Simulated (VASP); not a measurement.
A run of VASP 6.6.1 is set up as follows.

The input INCAR:

```
SYSTEM = F
PREC = Accurate
ENCUT = 520
EDIFF = 1E-7
ISMEAR = -1
SIGMA = 0.06122561905347299
LREAL = .False.
LASPH = .True.
NELM = 100
ALGO = Normal
ISIF = 2
LWAVE = .False.
LCHARG = .False.
GGA = PE
NBANDS = 10
```

The input KPOINTS:

```
Automatic mesh
0
Gamma
  28 28 28
  0 0 0
```

File POSCAR:

```
F
1.0
   -1.3788135149      1.3788135149      1.3788135149
    1.3788135149     -1.3788135149      1.3788135149
    1.3788135149      1.3788135149     -1.3788135149
F
1
Direct
    0.0000000000      0.0000000000      0.0000000000
```

Potentials or basis: VASP PAW PBE potentials, release 64 (F).

Command:

```console
$ cat potpaw_PBE.64/F/POTCAR > POTCAR
$ mpirun -np 1 vasp_std > vasp.out
```

**Question.** Estimate the pressure.

**Answer.** -2.4 GPa.

Caveat: an odd number of electrons without spin polarisation forces a metal; a magnetic or distorted state may lie lower.
